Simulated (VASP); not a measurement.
Input of a VASP 6.6.1 run:

The input INCAR:

```
SYSTEM = HBr
PREC = Accurate
ENCUT = 600
EDIFF = 1E-6
ISMEAR = 0
SIGMA = 0.02
LREAL = .False.
LASPH = .True.
NELM = 80
ALGO = Normal
ISIF = 3
LWAVE = .False.
LCHARG = .False.
GGA = PS
IBRION = 2
NSW = 100
EDIFFG = -0.005
```

KPOINTS

```
Automatic mesh
0
Gamma
  10 10 10
  0 0 0
```

File POSCAR:

```
HBr
1.0
    0.0000000000      3.7760286829      3.7875619653
    1.6743309017      0.0000000000      3.7875619653
    1.6743309017      3.7760286829      0.0000000000
H Br
1 1
Direct
    0.0000000000      0.0000000000      0.0000000000
    0.5000000000      0.5000000000      0.5000000000
```

Potentials or basis: VASP PAW PBE potentials, release 64 (H, Br).

Launch:

```console
$ cat potpaw_PBE.64/H/POTCAR potpaw_PBE.64/Br/POTCAR > POTCAR
$ mpirun -np 1 vasp_std > vasp.out
```

Task: What does it give for the band gap on the k mesh?

Result: 1.44 eV (least direct gap 1.73 eV).

Task: Predict the space group after relaxing (to 0.1 Å).

Result: I4/mmm (No. 139).

Task: What does it give for the relaxed volume?

Result: 24.80 Å³/atom.

The path:
| step | energy change (eV) | largest force (eV/Å) | pressure (GPa) | volume (Å³) |
| --- | --- | --- | --- | --- |
| 1 | 0.0000 | 0.0000 | -0.07 | 47.89 |
| 2 | -0.0001 | 0.0000 | 0.12 | 47.82 |
| 3 | -0.0001 | 0.0000 | 0.05 | 47.84 |
| 4 | -0.0001 | 0.0000 | 0.06 | 47.89 |
| 5 | -0.0002 | 0.0000 | 0.03 | 48.02 |
| 6 | -0.0003 | 0.0000 | 0.00 | 48.29 |
| 7 | -0.0004 | 0.0000 | -0.02 | 48.82 |
| 8 | -0.0004 | 0.0000 | -0.10 | 49.91 |
| 9 | -0.0004 | 0.0000 | -0.07 | 49.44 |
| 10 | -0.0004 | 0.0000 | -0.05 | 49.48 |
| 11 | -0.0005 | 0.0000 | -0.01 | 49.60 |

Caveat: the PAW data sets were made with another functional, which shifts forces and pressure a little. Zero-point motion and thermal expansion aren't in these numbers.
